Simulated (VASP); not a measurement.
# ZrB2 (P6/mmm) in VASP: single point with PBE

Aim: the single point of ZrB2 with PBE.

All numbers are computed with VASP 6.6.1; they aren't measurements. Logs are shortened: lines on timing, memory, paths and dates and some standing lists are left out, and cuts for length are marked.

## Step 1: The cell of the first run

It takes space group P6/mmm (No. 191, hexagonal). Conventional cell: a = 3.170 Å, b = 3.170 Å, c = 3.533 Å, α = 90.00°, β = 90.00°, γ = 120.00°. Zr (site symmetry 6/mmm) has 12 B at 2.54 Å and 6 Zr at 3.17 Å within 3.4 Å. B (site symmetry -6m2) has 3 B at 1.83 Å within 2.4 Å.

## Step 2: Single point, PBE

INCAR

```
PREC = Accurate
ENCUT = 500
EDIFF = 1E-6
ISMEAR = -1
SIGMA = 0.1
LREAL = False
LASPH = True
NELM = 120
ALGO = Normal
ISIF = 2
LWAVE = False
LCHARG = False
GGA = PE
NBANDS = 16
GGA_COMPAT = False
```

KPOINTS

```
regular mesh
0
Gamma
  8 8 4
```

POSCAR

```
ZrB2
1.0
    3.1700000000      0.0000000000      0.0000000000
   -1.5850000000      2.7453010000      0.0000000000
    0.0000000000      0.0000000000      3.5330000000
Zr B
1 2
Direct
    0.0000000000      0.0000000000      0.0000000000
    0.3333333333      0.6666666667      0.5000000000
    0.6666666667      0.3333333333      0.5000000000
```

Potentials or basis: VASP PAW PBE potentials, release 64 (Zr_sv, B).

Run with:

```console
> cat potpaw_PBE.64/Zr_sv/POTCAR potpaw_PBE.64/B/POTCAR > POTCAR
> mpirun -np 1 vasp_std > vasp.out
```

OUTCAR:

```text
PREC = Accurate
   ENCUT = 500
   EDIFF = 1E-6
   ISMEAR = -1
   LREAL = False
   LASPH = True
   NELM = 120
   ISIF = 2
   GGA = PE

 ion  position               nearest neighbor table
   1  0.000  0.000  0.000-   2 2.54   3 2.54   2 2.54   3 2.54   3 2.54   3 2.54   2 2.54   2 2.54
                             3 2.54   3 2.54   2 2.54   2 2.54
   2  0.333  0.667  0.500-   3 1.83   3 1.83   3 1.83   1 2.54   1 2.54   1 2.54   1 2.54   1 2.54
                             1 2.54
   3  0.667  0.333  0.500-   2 1.83   2 1.83   2 1.83   1 2.54   1 2.54   1 2.54   1 2.54   1 2.54
                             1 2.54

  LATTYP: Found a hexagonal cell.
 ALAT       =     3.1700000000
 C/A-ratio  =     1.1145110410

  Lattice vectors:

 A1 = (   3.1700000000,   0.0000000000,   0.0000000000)
 A2 = (  -1.5850000000,   2.7453010000,   0.0000000000)
 A3 = (   0.0000000000,   0.0000000000,   3.5330000000)

Analysis of symmetry for initial positions (statically):
=====================================================================
 Subroutine PRICEL returns:
 Original cell was already a primitive cell.

 Routine SETGRP: Setting up the symmetry group for a
 hexagonal supercell.

 Subroutine GETGRP returns: Found 24 space group operations
 (whereof 24 operations were pure point group operations)
 out of a pool of 24 trial point group operations.

The static configuration has the point symmetry D_6h.

Analysis of symmetry for dynamics (positions and initial velocities):
=====================================================================
 Subroutine PRICEL returns:
 Original cell was already a primitive cell.

 Routine SETGRP: Setting up the symmetry group for a
 hexagonal supercell.

 Subroutine GETGRP returns: Found 24 space group operations
 (whereof 24 operations were pure point group operations)
 out of a pool of 24 trial point group operations.

The dynamic configuration has the point symmetry D_6h.

 Subroutine INISYM returns: Found 24 space group operations
 (whereof 24 operations are pure point group operations),
 and found     1 'primitive' translations

----------------------------------------------------------------------------------------

                                     Primitive cell

  volume of cell :      30.7463

  direct lattice vectors                    reciprocal lattice vectors
     3.170000000  0.000000000  0.000000000     0.315457413  0.182129391  0.000000000
    -1.585000000  2.745301000  0.000000000     0.000000000  0.364258783  0.000000000
     0.000000000  0.000000000  3.533000000     0.000000000  0.000000000  0.283045570

  length of vectors
     3.170000000  3.170000407  3.533000000     0.364258829  0.364258783  0.283045570

  position of ions in fractional coordinates (direct lattice)
     0.000000000  0.000000000  0.000000000
     0.333333333  0.666666667  0.500000000
     0.666666667  0.333333333  0.500000000

  ion indices of the primitive-cell ions
   primitive index   ion index
                 1           1
                 2           2
                 3           3

----------------------------------------------------------------------------------------

 KPOINTS: regular mesh

Automatic generation of k-mesh.
 Grid dimensions read from file:
 generate k-points for:    8    8    4

 Generating k-lattice:

  Cartesian coordinates                     Fractional coordinates (reciprocal lattice)
     0.039432177  0.022766174  0.000000000     0.125000000  0.000000000  0.000000000
     0.000000000  0.045532348  0.000000000     0.000000000  0.125000000  0.000000000
     0.000000000  0.000000000  0.070761393     0.000000000  0.000000000  0.250000000

  Length of vectors
     0.045532354  0.045532348  0.070761393

  Shift w.r.t. Gamma in fractional coordinates (k-lattice)
     0.000000000  0.000000000  0.000000000

 Subroutine IBZKPT returns following result:
 ===========================================

 Found     30 irreducible k-points:

 Following reciprocal coordinates:
            Coordinates               Weight
  0.000000  0.000000  0.000000      1.000000
  0.125000  0.000000  0.000000      6.000000
  0.250000  0.000000  0.000000      6.000000
  0.375000  0.000000  0.000000      6.000000
  0.500000  0.000000  0.000000      3.000000
  0.125000  0.125000  0.000000      6.000000
[... 16 lines left out ...]
  0.250000  0.000000  0.500000      6.000000
  0.375000  0.000000  0.500000      6.000000
 [... further k-points ...]
   k-points           NKPTS =     30   k-points in BZ     NKDIM =     30   number of bands    NBANDS=     16
   number of dos      NEDOS =    301   number of ions     NIONS =      3
   total plane-waves  NPLWV =  16128
   dimension x,y,z NGX =    24 NGY =   24 NGZ =   28
   dimension x,y,z NGXF=    48 NGYF=   48 NGZF=   56
   ions per type =               1   2
   NGX,Y,Z   is equivalent  to a cutoff of  12.59, 12.59, 13.18 a.u.
   NGXF,Y,Z  is equivalent  to a cutoff of  25.17, 25.17, 26.35 a.u.
 SYSTEM =  unknown system
   PREC   = accura    normal or accurate (medium, high low for compatibility)
   ISTART =      0    job   : 0-new  1-cont  2-samecut
   ICHARG =      2    charge: 1-file 2-atom 10-const
   ISPIN  =      1    spin polarized calculation?
   LNONCOLLINEAR =      F non collinear calculations
   LSORBIT =      F    spin-orbit coupling
   LASPH  =      T    aspherical Exc in radial PAW
   ENCUT  =  500.0 eV  36.75 Ry    6.06 a.u.   5.78  5.78  6.44*2*pi/ulx,y,z
   NELM   =    120;   NELMIN=  2; NELMDL= -5     # of ELM steps
   EDIFF  = 0.1E-05   stopping-criterion for ELM
   LREAL  =      F    real-space projection
   EDIFFG = 0.1E-04   stopping-criterion for IOM
   NSW    =      0    number of steps for IOM
   IBRION =     -1    ionic relax: 0-MD 1-quasi-New 2-CG
   NFREE  =      0    steps in history (QN), initial steepest desc. (CG)
   ISIF   =      2    stress and relaxation
   ISYM   =      2    0-nonsym 1-usesym 2-fastsym
   POTIM  = 0.5000    time-step for ionic-motion
   TEBEG  =    0.0;   TEEND  =   0.0 temperature during run
   PSTRESS=    0.0 pullay stress
   NELECT =      18.0000    total number of electrons
   NUPDOWN=      -1.0000    fix difference up-down
   EMIN   =  10.00;   EMAX   =-10.00  energy-range for DOS
   EFERMI =   0.00;   METHOD = LEGACY
   ISMEAR =    -1;   SIGMA  =   0.10  broadening in eV -4-tet -1-fermi 0-gaus
   EFERMI_NEDOS =   21; number of points for ismear=-14 and -15
   IALGO  =     38    algorithm
   IMIX   =      4    mixing-type and parameters
     AMIX     =   0.40;   BMIX     =  1.00
     AMIX_MAG =   1.60;   BMIX_MAG =  1.00
  volume/ion in A,a.u.               =      10.25        69.16
  Fermi-wavevector in a.u.,A,eV,Ry     =   1.369519  2.588016 25.518844  1.875582
  Thomas-Fermi vector in A             =   2.495387
   LORBIT       =      0    0 simple, 1 ext, 2 COOP (PROOUT), +10 PAW based schemes
   GGA     = PE    functional components
   LHFCALC =     F    Hartree Fock is set to
   AEXX    =    0.0000 exact exchange contribution
   IVDW    =     0    specifies the selected vdW correction
   LEPSILON=     F    determine dielectric tensor
   LRPA    =     F    only Hartree local field effects (RPA)
 non-spin polarized calculation
  energy-cutoff  :      500.00
  volume of cell :       30.75
 maximum number of plane-waves:       792
 NGX is ok and might be reduce to    24
   NGX = 11   NGY = 11   NGZ = 13

 number of electron      18.0000000 magnetization

 Free energy of the ion-electron system (eV)
  ---------------------------------------------------
  ext. energy  EPLUGINS =         0.00000000
  ---------------------------------------------------
  free energy    TOTEN  =       -24.95100924 eV

  energy without entropy =      -24.93661482  energy(sigma->0) =      -24.94381203

 E-fermi :  10.4212     XC(G=0): -12.4429

 val. band max:       10.3111474275   @ k =   0.1250   0.0000   0.5000
 cond. band min:      10.4709998673   @ k =   0.1250   0.1250   0.2500
 fundamental gap:      0.1598524397
 Fermi energy:        10.4212022522

 k-point     1 :       0.0000    0.0000    0.0000
  band No.  band energies     occupation
      1     -38.1018      2.00000
      2     -16.2911      2.00000
      3     -15.7347      2.00000
      4     -15.7347      2.00000
      5      -2.2027      2.00000
      6       7.8971      2.00000
[... 8 lines left out ...]
     15      15.6725      0.00000
     16      15.6725      0.00000

 k-point     2 :       0.1250    0.0000    0.0000
  band No.  band energies     occupation
      1     -38.0850      2.00000
      2     -16.2660      2.00000
      3     -15.8813      2.00000
      4     -15.7666      2.00000
      5      -1.8936      2.00000
      6       7.0492      2.00000
[... 8 lines left out ...]
     15      16.6311      0.00000
     16      17.3125      0.00000

 k-point     3 :       0.2500    0.0000    0.0000
  band No.  band energies     occupation
      1     -38.0441      2.00000
      2     -16.2209      2.00000
      3     -16.2048      2.00000
      4     -15.8427      2.00000
      5      -1.0374      2.00000
      6       5.3516      2.00000
[... 8 lines left out ...]
     15      17.6573      0.00000
     16      19.2825      0.00000

 k-point     4 :       0.3750    0.0000    0.0000
  band No.  band energies     occupation
      1     -38.0027      2.00000
      2     -16.5426      2.00000
      3     -16.1428      2.00000
      4     -15.9174      2.00000
      5       0.2221      2.00000
      6       3.5416      2.00000
[... 8 lines left out ...]
     15      19.4038      0.00000
     16      19.9365      0.00000

 k-point     5 :       0.5000    0.0000    0.0000
  band No.  band energies     occupation
      1     -37.9854      2.00000
      2     -16.6713      2.00000
      3     -16.1169      2.00000
      4     -15.9480      2.00000
      5       1.5658      2.00000
      6       2.0141      2.00000
[... 8 lines left out ...]
     15      18.2279      0.00000
     16      20.5067      0.00000

 k-point     6 :       0.1250    0.1250    0.0000
  band No.  band energies     occupation
      1     -38.0561      2.00000
      2     -16.2228      2.00000
      3     -16.1072      2.00000
      4     -15.8376      2.00000
      5      -1.3104      2.00000
      6       5.9749      2.00000
[... 8 lines left out ...]
     15      17.3148      0.00000
     16      17.9803      0.00000
[... 267 lines left out ...]
 k-point    21 :       0.0000    0.0000    0.5000
  band No.  band energies     occupation
      1     -38.0825      2.00000
      2     -16.6535      2.00000
      3     -15.7090      2.00000
      4     -15.7090      2.00000
      5      -0.1748      2.00000
      6       3.5636      2.00000
[... 8 lines left out ...]
     15      17.7017      0.00000
     16      21.2998      0.00000

 k-point    22 :       0.1250    0.0000    0.5000
  band No.  band energies     occupation
      1     -38.0659      2.00000
      2     -16.6187      2.00000
      3     -15.8486      2.00000
      4     -15.7390      2.00000
      5      -0.1121      2.00000
      6       4.0120      2.00000
[... 8 lines left out ...]
     15      18.3143      0.00000
     16      20.8782      0.00000

 k-point    23 :       0.2500    0.0000    0.5000
  band No.  band energies     occupation
      1     -38.0255      2.00000
      2     -16.5334      2.00000
      3     -16.1736      2.00000
      4     -15.8107      2.00000
      5       0.0847      2.00000
      6       5.1357      2.00000
[... 8 lines left out ...]
     15      18.7388      0.00000
     16      20.8619      0.00000

 k-point    24 :       0.3750    0.0000    0.5000
  band No.  band energies     occupation
      1     -37.9847      2.00000
      2     -16.4832      2.00000
      3     -16.4463      2.00000
      4     -15.8812      2.00000
      5       0.3974      2.00000
      6       4.1876      2.00000
[... 8 lines left out ...]
     15      18.8630      0.00000
     16      22.5070      0.00000

 [... further k-points ...]

------------------------ aborting loop because EDIFF is reached ----------------------------------------

  FORCE on cell =-STRESS in cart. coord.  units (eV):
  Direction    XX          YY          ZZ          XY          YZ          ZX
  --------------------------------------------------------------------------------------
  -------------------------------------------------------------------------------------
  Total        0.1866001      0.1866002      0.2726388      0.0000000      0.0000000      0.0000000
  in kB        9.7236556      9.7236589     14.2070989      0.0000000      0.0000000      0.0000000
  external PRESSURE =      11.2181378 kB  Pullay stress =       0.0000000 kB

 VOLUME and BASIS-vectors are now :
 -----------------------------------------------------------------------------
  energy-cutoff  :      500.00
  volume of cell :       30.75
      direct lattice vectors                 reciprocal lattice vectors
     3.170000000  0.000000000  0.000000000     0.315457413  0.182129391  0.000000000
    -1.585000000  2.745301000  0.000000000     0.000000000  0.364258783  0.000000000
     0.000000000  0.000000000  3.533000000     0.000000000  0.000000000  0.283045570

 POSITION                                       TOTAL-FORCE (eV/Angst)
 -----------------------------------------------------------------------------------
      0.00000      0.00000      0.00000        -0.000000      0.000000      0.000000
     -0.00000      1.83020      1.76650         0.000000      0.000000      0.000000
      1.58500      0.91510      1.76650        -0.000000     -0.000000      0.000000
 -----------------------------------------------------------------------------------
    total drift:                               -0.000000      0.000000     -0.000000

  FREE ENERGIE OF THE ION-ELECTRON SYSTEM (eV)
  ---------------------------------------------------
  free  energy   TOTEN  =       -24.9510092369 eV

  energy  without entropy=      -24.9366148182  energy(sigma->0) =      -24.94381203
```

It took 9.1 s on 1 thread of Intel Xeon 6975P-C, shared host; peak memory 0.14 GiB.

What came out:

* Free energy: -24.9510 eV
* Pressure: 1.1 GPa
* Band gap on the k mesh: zero (band 9 reaches 10.86 eV, above the bottom of band 10 at 10.47 eV)

Caveat: the k points lie up to 0.44 Å⁻¹ apart.
